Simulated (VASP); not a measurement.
# HC20 in VASP: a series of runs

HC20 is run at these levels: PBE+D3(BJ); tasks: single point.

Program: VASP 6.6.1. These are calculated values, not measurements. Logs are shortened: lines on timing, memory, paths and dates and some standing lists are left out, and cuts for length are marked.

## Step 1: The cell of the first run

The cell holds a slab with vacuum, 21 atoms: a = 4.929 Å, b = 6.805 Å, c = 22.235 Å, α = 90.00°, β = 90.00°, γ = 90.00°.

## Step 2: Single point, PBE+D3(BJ)

INCAR reads:

```
SYSTEM = HC20
PREC = Accurate ; ENCUT = 520
EDIFF = 1E-7 ; ISMEAR = 0
SIGMA = 0.1 ; LREAL = Auto
LASPH = .True. ; NELM = 60
ALGO = Normal ; ISIF = 2
LWAVE = .False. ; LCHARG = .False.
LDIPOL = .True. ; IDIPOL = 3
DIPOL = 0.5 0.5 0.303 ; GGA = PE
IVDW = 12 ; NBANDS = 56
```

KPOINTS reads:

```
regular mesh
0
Gamma
  6 4 1
  0 0 0
```

POSCAR reads:

```
HC20
1.0
    4.9292027291      0.0000000000      0.0000000000
    0.0000000000      6.8054113579      0.0000000000
    0.0000000000      0.0000000000     22.2346643469
C H
20 1
Direct
    0.3122885183      0.2500141188      0.1798992752
    0.8122885183      0.2500141188      0.1798992752
    0.0622635010      0.2500141188      0.2119095571
    0.5622635010      0.2500141188      0.2119095571
    0.1871989222      0.7499858812      0.2279080302
    0.6871989222      0.7499858812      0.2279080302
    0.4371739048      0.7499858812      0.2599183120
    0.9371739048      0.7499858812      0.2599183120
    0.0621093260      0.2500141188      0.2759167852
    0.5621093260      0.2500141188      0.2759167852
    0.3120409925      0.2500133946      0.3071026518
    0.8120409925      0.2500133946      0.3071026518
    0.4371093881      0.7499905632      0.3309339292
    0.9371093881      0.7499905632      0.3309339292
    0.1866551682      0.7499900467      0.3565506911
    0.6866551682      0.7499900467      0.3565506911
    0.3119519864      0.2500147752      0.3740490919
    0.8119519864      0.2500147752      0.3740490919
    0.0621664184      0.2500173699      0.4018349100
    0.5621664184      0.2500173699      0.4018349100
    0.3121664184      0.2500173699      0.5142719570
```

Potentials or basis: VASP PAW PBE potentials, release 64 (C, H).

Started as:

```bash
cat potpaw_PBE.64/C/POTCAR potpaw_PBE.64/H/POTCAR > POTCAR
mpirun -np 1 vasp_std > vasp.out
```

OUTCAR:

```text
SYSTEM = HC20
   PREC = Accurate
   ENCUT = 520
   EDIFF = 1E-7
   ISMEAR = 0
   LREAL = Auto
   LASPH = .True.
   NELM = 60
   ISIF = 2
   GGA = PE
   IVDW = 12
 IVDW          = 12

 ion  position               nearest neighbor table
   1  0.312  0.250  0.180-   4 1.42   3 1.42
   2  0.812  0.250  0.180-   3 1.42   4 1.42
   3  0.062  0.250  0.212-   2 1.42   9 1.42   1 1.42
   4  0.562  0.250  0.212-   1 1.42  10 1.42   2 1.42
   5  0.187  0.750  0.228-   7 1.42   8 1.42
   6  0.687  0.750  0.228-   8 1.42   7 1.42
   7  0.437  0.750  0.260-   5 1.42   6 1.42  13 1.58
   8  0.937  0.750  0.260-   6 1.42   5 1.42  14 1.58
   9  0.062  0.250  0.276-  11 1.41  12 1.41   3 1.42
  10  0.562  0.250  0.276-  12 1.41  11 1.41   4 1.42
  11  0.312  0.250  0.307-   9 1.41  10 1.41  17 1.49
  12  0.812  0.250  0.307-  10 1.41   9 1.41  18 1.49
  13  0.437  0.750  0.331-  16 1.36  15 1.36   7 1.58
  14  0.937  0.750  0.331-  15 1.36  16 1.36   8 1.58
  15  0.187  0.750  0.357-  14 1.36  13 1.36
  16  0.687  0.750  0.357-  13 1.36  14 1.36
  17  0.312  0.250  0.374-  19 1.38  20 1.38  11 1.49
  18  0.812  0.250  0.374-  20 1.38  19 1.38  12 1.49
  19  0.062  0.250  0.402-  17 1.38  18 1.38
  20  0.562  0.250  0.402-  18 1.38  17 1.38
  21  0.312  0.250  0.514-

  LATTYP: Found a simple orthorhombic cell.
 ALAT       =     4.9292027291
 B/A-ratio  =     1.3806312566
 C/A-ratio  =     4.5108033832

  Lattice vectors:

 A1 = (   4.9292027291,   0.0000000000,   0.0000000000)
 A2 = (   0.0000000000,   6.8054113579,   0.0000000000)
 A3 = (   0.0000000000,   0.0000000000,  22.2346643469)

Analysis of symmetry for initial positions (statically):
=====================================================================
 Subroutine PRICEL returns:
 Original cell was already a primitive cell.

 Routine SETGRP: Setting up the symmetry group for a
 simple orthorhombic supercell.

 Subroutine GETGRP returns: Found  1 space group operations
 (whereof  1 operations were pure point group operations)
 out of a pool of  8 trial point group operations.

The static configuration has the point symmetry C_1 .

Analysis of symmetry for dynamics (positions and initial velocities):
=====================================================================
 Subroutine PRICEL returns:
 Original cell was already a primitive cell.

 Routine SETGRP: Setting up the symmetry group for a
 simple orthorhombic supercell.

 Subroutine GETGRP returns: Found  1 space group operations
 (whereof  1 operations were pure point group operations)
 out of a pool of  8 trial point group operations.

The dynamic configuration has the point symmetry C_1 .

 Subroutine INISYM returns: Found  1 space group operations
 (whereof  1 operations are pure point group operations),
 and found     1 'primitive' translations

----------------------------------------------------------------------------------------

                                     Primitive cell

  volume of cell :     745.8674

  direct lattice vectors                    reciprocal lattice vectors
     4.929202729  0.000000000  0.000000000     0.202872565  0.000000000  0.000000000
     0.000000000  6.805411358  0.000000000     0.000000000  0.146941889  0.000000000
     0.000000000  0.000000000 22.234664347     0.000000000  0.000000000  0.044974819

  length of vectors
     4.929202729  6.805411358 22.234664347     0.202872565  0.146941889  0.044974819

  position of ions in fractional coordinates (direct lattice)
     0.312288518  0.250014119  0.179899275
     0.812288518  0.250014119  0.179899275
     0.062263501  0.250014119  0.211909557
     0.562263501  0.250014119  0.211909557
     0.187198922  0.749985881  0.227908030
     0.687198922  0.749985881  0.227908030
[... 13 lines left out ...]
     0.562166418  0.250017370  0.401834910
     0.312166418  0.250017370  0.514271957

  ion indices of the primitive-cell ions
   primitive index   ion index
                 1           1
                 2           2
                 3           3
                 4           4
                 5           5
                 6           6
[... 13 lines left out ...]
                20          20
                21          21

----------------------------------------------------------------------------------------

 KPOINTS: regular mesh

Automatic generation of k-mesh.
 Grid dimensions read from file:
 generate k-points for:    6    4    1

 Generating k-lattice:

  Cartesian coordinates                     Fractional coordinates (reciprocal lattice)
     0.033812094  0.000000000  0.000000000     0.166666667  0.000000000  0.000000000
     0.000000000  0.036735472  0.000000000     0.000000000  0.250000000  0.000000000
     0.000000000  0.000000000  0.044974819     0.000000000  0.000000000  1.000000000

  Length of vectors
     0.033812094  0.036735472  0.044974819

  Shift w.r.t. Gamma in fractional coordinates (k-lattice)
     0.000000000  0.000000000  0.000000000

 Subroutine IBZKPT returns following result:
 ===========================================

 Found     14 irreducible k-points:

 Following reciprocal coordinates:
            Coordinates               Weight
  0.000000  0.000000  0.000000      1.000000
  0.166667  0.000000  0.000000      2.000000
  0.333333  0.000000  0.000000      2.000000
  0.500000  0.000000  0.000000      1.000000
  0.000000  0.250000  0.000000      2.000000
  0.166667  0.250000  0.000000      2.000000
  0.166667 -0.250000  0.000000      2.000000
  0.333333  0.250000  0.000000      2.000000
  0.333333 -0.250000  0.000000      2.000000
  0.500000  0.250000  0.000000      2.000000
  0.000000  0.500000  0.000000      1.000000
  0.166667  0.500000  0.000000      2.000000
  0.333333  0.500000  0.000000      2.000000
  0.500000  0.500000  0.000000      1.000000
   k-points           NKPTS =     14   k-points in BZ     NKDIM =     14   number of bands    NBANDS=     56
   number of dos      NEDOS =    301   number of ions     NIONS =     21
   total plane-waves  NPLWV = 362880
   dimension x,y,z NGX =    40 NGY =   54 NGZ =  168
   dimension x,y,z NGXF=    80 NGYF=  108 NGZF=  336
   ions per type =              20   1
   NGX,Y,Z   is equivalent  to a cutoff of  13.49, 13.19, 12.56 a.u.
   NGXF,Y,Z  is equivalent  to a cutoff of  26.98, 26.38, 25.12 a.u.
 SYSTEM =  HC20
   PREC   = accura    normal or accurate (medium, high low for compatibility)
   ISTART =      0    job   : 0-new  1-cont  2-samecut
   ICHARG =      2    charge: 1-file 2-atom 10-const
   ISPIN  =      1    spin polarized calculation?
   LNONCOLLINEAR =      F non collinear calculations
   LSORBIT =      F    spin-orbit coupling
   LASPH  =      T    aspherical Exc in radial PAW
   ENCUT  =  520.0 eV  38.22 Ry    6.18 a.u.   9.17 12.65 41.34*2*pi/ulx,y,z
   NELM   =     60;   NELMIN=  2; NELMDL= -5     # of ELM steps
   EDIFF  = 0.1E-06   stopping-criterion for ELM
   LREAL  =      T    real-space projection
   EDIFFG = 0.1E-05   stopping-criterion for IOM
   NSW    =      0    number of steps for IOM
   IBRION =     -1    ionic relax: 0-MD 1-quasi-New 2-CG
   NFREE  =      0    steps in history (QN), initial steepest desc. (CG)
   ISIF   =      2    stress and relaxation
   ISYM   =      2    0-nonsym 1-usesym 2-fastsym
   POTIM  = 0.5000    time-step for ionic-motion
   TEBEG  =    0.0;   TEEND  =   0.0 temperature during run
   PSTRESS=    0.0 pullay stress
   NELECT =      81.0000    total number of electrons
   NUPDOWN=      -1.0000    fix difference up-down
   EMIN   =  10.00;   EMAX   =-10.00  energy-range for DOS
   EFERMI =   0.00;   METHOD = LEGACY
   ISMEAR =     0;   SIGMA  =   0.10  broadening in eV -4-tet -1-fermi 0-gaus
   EFERMI_NEDOS =   21; number of points for ismear=-14 and -15
   IALGO  =     38    algorithm
   IMIX   =      4    mixing-type and parameters
     AMIX     =   0.40;   BMIX     =  1.00
     AMIX_MAG =   1.60;   BMIX_MAG =  1.00
  volume/ion in A,a.u.               =      35.52       239.68
  Fermi-wavevector in a.u.,A,eV,Ry     =   0.781057  1.475983  8.300231  0.610050
  Thomas-Fermi vector in A             =   1.884496
   LORBIT       =      0    0 simple, 1 ext, 2 COOP (PROOUT), +10 PAW based schemes
   GGA     = PE    functional components
   LHFCALC =     F    Hartree Fock is set to
   AEXX    =    0.0000 exact exchange contribution
   IVDW    =    12    specifies the selected vdW correction
   LEPSILON=     F    determine dielectric tensor
   LRPA    =     F    only Hartree local field effects (RPA)
 non-spin polarized calculation
 Gauss-broadening in eV      SIGMA  =   0.10
  energy-cutoff  :      520.00
  volume of cell :      745.87
 maximum number of plane-waves:     20120
 NGX is ok and might be reduce to    40
   NGX = 19   NGY = 25   NGZ = 83

 dipolmoment           0.000000      0.000000      0.018982 electrons x Angstroem

 number of electron      81.0000009 magnetization

 dipolmoment           0.000000      0.000000     -0.054144 electrons x Angstroem

 Free energy of the ion-electron system (eV)
  ---------------------------------------------------
  ext. energy  EPLUGINS =         0.00000000
  ---------------------------------------------------
  free energy    TOTEN  =      -161.36215373 eV

  energy without entropy =     -161.26439633  energy(sigma->0) =     -161.31327503

 E-fermi :  -3.9245     XC(G=0):  -3.4374

 val. band max:       -3.9277371073   @ k =   0.3333   0.0000   0.0000
 cond. band min:      -3.9080390909   @ k =   0.1667   0.2500   0.0000
 fundamental gap:      0.0196980165
 Fermi energy:        -3.9244868937

 k-point     1 :       0.0000    0.0000    0.0000
  band No.  band energies     occupation
      1     -22.6028      2.00000
      2     -21.5944      2.00000
      3     -20.9085      2.00000
      4     -18.9949      2.00000
      5     -18.5586      2.00000
      6     -18.4417      2.00000
[... 44 lines left out ...]
     51       0.0541      0.00000
     52       1.3714      0.00000

 k-point     2 :       0.1667    0.0000    0.0000
  band No.  band energies     occupation
      1     -22.4810      2.00000
      2     -21.4765      2.00000
      3     -20.7913      2.00000
      4     -19.6236      2.00000
      5     -18.8866      2.00000
      6     -18.7180      2.00000
[... 44 lines left out ...]
     51       0.2548      0.00000
     52       1.3118      0.00000

 k-point     3 :       0.3333    0.0000    0.0000
  band No.  band energies     occupation
      1     -22.1168      2.00000
      2     -21.1239      2.00000
      3     -20.6781      2.00000
      4     -20.4399      2.00000
      5     -19.7332      2.00000
      6     -19.0641      2.00000
[... 44 lines left out ...]
     51       1.3980      0.00000
     52       2.0137      0.00000
[... 496 lines left out ...]
 k-point    13 :       0.3333    0.5000    0.0000
  band No.  band energies     occupation
      1     -22.1046      2.00000
      2     -21.1424      2.00000
      3     -20.6676      2.00000
      4     -20.4364      2.00000
      5     -19.7487      2.00000
      6     -19.0612      2.00000
[... 44 lines left out ...]
     51       1.2420      0.00000
     52       2.0129      0.00000

 k-point    14 :       0.5000    0.5000    0.0000
  band No.  band energies     occupation
      1     -21.5141      2.00000
      2     -21.4896      2.00000
      3     -20.5579      2.00000
      4     -20.5573      2.00000
      5     -19.8737      2.00000
      6     -19.8415      2.00000
[... 44 lines left out ...]
     51       1.7418      0.00000
     52       2.8815      0.00000
 [bands above 52 left out]

------------------------ aborting loop because EDIFF is reached ----------------------------------------

 vacuum level on the upper side and lower side of the slab       (xc-potential included)        -0.233         0.054

 Edisp (eV)   -2.17977

 E8    (eV) :    -0.6512

  FORCE on cell =-STRESS in cart. coord.  units (eV):
  Direction    XX          YY          ZZ          XY          YZ          ZX
  --------------------------------------------------------------------------------------
  -------------------------------------------------------------------------------------
  Total      -0.38922    -0.30279    -7.77945    -0.00054     0.00082    -0.02106
  in kB      -0.83607    -0.65042   -16.71081    -0.00117     0.00177    -0.04524
  external pressure =       -6.07 kB  Pullay stress =        0.00 kB

 VOLUME and BASIS-vectors are now :
 -----------------------------------------------------------------------------
  energy-cutoff  :      520.00
  volume of cell :      745.87
      direct lattice vectors                 reciprocal lattice vectors
     4.929202729  0.000000000  0.000000000     0.202872565  0.000000000  0.000000000
     0.000000000  6.805411358  0.000000000     0.000000000  0.146941889  0.000000000
     0.000000000  0.000000000 22.234664347     0.000000000  0.000000000  0.044974819

 POSITION                                       TOTAL-FORCE (eV/Angst)
 -----------------------------------------------------------------------------------
      1.53933      1.70145      4.00000        -0.045392      0.000172      2.250078
      4.00393      1.70145      4.00000        -0.048878      0.000172      2.067753
      0.30691      1.70145      4.71174         0.027814      0.000122     -3.504362
      2.77151      1.70145      4.71174         0.056175      0.000120     -3.502663
      0.92274      5.10396      5.06746         0.065788     -0.000201      3.196981
      3.38734      5.10396      5.06746         0.062031     -0.000201      3.199926
[... 13 lines left out ...]
      2.77103      1.70147      8.93466        -0.473941     -0.000438      1.077515
      1.53873      1.70147     11.43466         0.001241      0.000003     -1.474172
 -----------------------------------------------------------------------------------
    total drift:                               -0.020723      0.000014      0.008478

  FREE ENERGIE OF THE ION-ELECTRON SYSTEM (eV)
  ---------------------------------------------------
  free  energy   TOTEN  =      -163.5419281597 eV

  energy  without entropy=     -163.4441707609  energy(sigma->0) =     -163.49304946

 vacuum level on the upper side and lower side of the slab         2.318         2.615
```

Wall time 26 min (1 thread of Intel Xeon Platinum 8488C (Sapphire Rapids), shared host); peak memory 0.9 GiB.

Results:

| Item | Value |
| --- | --- |
| Free energy | -163.5419 eV |
| Largest force | 3.504 eV/Å |
| Band gap on the k mesh | zero (an odd number of electrons rules out a gap without spin polarisation) |
| Dispersion energy per atom | -0.104 eV |

Forces in eV/Å, atoms in the order of the input:
```
C   -0.045  0.000  2.250
C   -0.049  0.000  2.068
C    0.028  0.000 -3.504
C    0.056  0.000 -3.503
C    0.066  0.000  3.197
C    0.062  0.000  3.200
C   -0.068  0.000 -3.190
C   -0.060  0.000 -3.188
C    0.060  0.000  1.182
C   -0.056  0.000  1.182
C   -0.002  0.000  0.568
C   -0.001  0.000  0.326
C    0.003  0.000  0.039
C    0.008  0.000  0.024
C   -0.003  0.000 -0.024
C   -0.004  0.000 -0.013
C    0.005  0.000 -0.920
C    0.002  0.000 -0.375
C    0.472  0.000  1.077
C   -0.474  0.000  1.078
H    0.001  0.000 -1.474
```

## Step 3: Single point, PBE+D3(BJ)

INCAR reads:

```
  ALGO = Fast
  DIPOL = 0.5 0.5 0.303
  EDIFF = 1E-6
  ENCUT = 520
  GGA = PE
  IDIPOL = 3
  ISIF = 2
  ISMEAR = 0
  IVDW = 12
  LASPH = True
  LCHARG = False
  LDIPOL = True
  LREAL = Auto
  LWAVE = False
  NBANDS = 56
  NELM = 60
  PREC = Accurate
  SIGMA = 0.1
```

KPOINTS reads:

```
k-points
0
Gamma
  6 4 1
```

POSCAR, as its differences from that of step 2:

```diff
@@ -28,2 +28,2 @@
     0.5621664184      0.2500173699      0.4018349100
-    0.3121664184      0.2500173699      0.5142719570
+    0.1454997517      0.7500173699      0.5142719570
```

Potentials or basis: VASP PAW PBE potentials, release 64 (C, H).

Started as:

```bash
cat potpaw_PBE.64/C/POTCAR potpaw_PBE.64/H/POTCAR > POTCAR
mpirun -np 1 vasp_std > vasp.out
```

Wall time 16 min (1 thread of Oxide Virtual Turin-like, shared host); peak memory 0.86 GiB.

It converged, with:

```
Free energy                : -162.5768 eV
Largest force              : 3.417 eV/Å
Band gap on the k mesh     : zero (an odd number of electrons rules out a gap without spin polarisation)
Dispersion energy per atom : -0.103 eV
```

Forces on the atoms (eV/Å):
```
C   -0.036  0.000  1.865
C   -0.062  0.000  1.856
C    0.050  0.000 -3.416
C    0.037  0.000 -3.372
C    0.067  0.000  3.249
C    0.059  0.000  3.141
C    0.047  0.000 -3.201
C   -0.174  0.000 -3.164
C    0.001  0.000  1.475
C    0.001  0.000  1.470
C   -0.001  0.000  0.044
C    0.003  0.000  0.038
C    0.101  0.000  0.050
C   -0.092  0.000  0.012
C   -0.017  0.000  0.323
C   -0.007  0.000 -0.133
C    0.012  0.000 -0.006
C   -0.005  0.000 -0.010
C    0.008  0.000  0.064
C   -0.009  0.000  0.012
H    0.015  0.000 -0.295
```

Levels at points of the mesh, in eV from the Fermi level:
| k point | band 36 | band 37 | band 38 | band 39 | band 40 | band 41 | band 42 | band 43 | band 44 | band 45 |
| --- | --- | --- | --- | --- | --- | --- | --- | --- | --- | --- |
| (0.00, 0.00, 0.00) | -1.14 | -0.46 | -0.32 | -0.29 | -0.06 | 0.17 | 0.22 | 0.64 | 0.70 | 0.89 |
| (0.50, 0.00, 0.00) | -1.62 | -0.85 | -0.78 | -0.14 | -0.06 | 0.02 | 0.07 | 0.15 | 0.59 | 0.64 |
| (0.00, 0.50, 0.00) | -1.19 | -0.45 | -0.30 | -0.29 | -0.08 | 0.13 | 0.24 | 0.65 | 0.68 | 1.07 |
| (0.50, 0.50, 0.00) | -1.61 | -0.79 | -0.73 | -0.05 | -0.04 | 0.03 | 0.06 | 0.06 | 0.63 | 0.67 |

The gap in the log of VASP goes by the Fermi energy; the results here count the filled bands.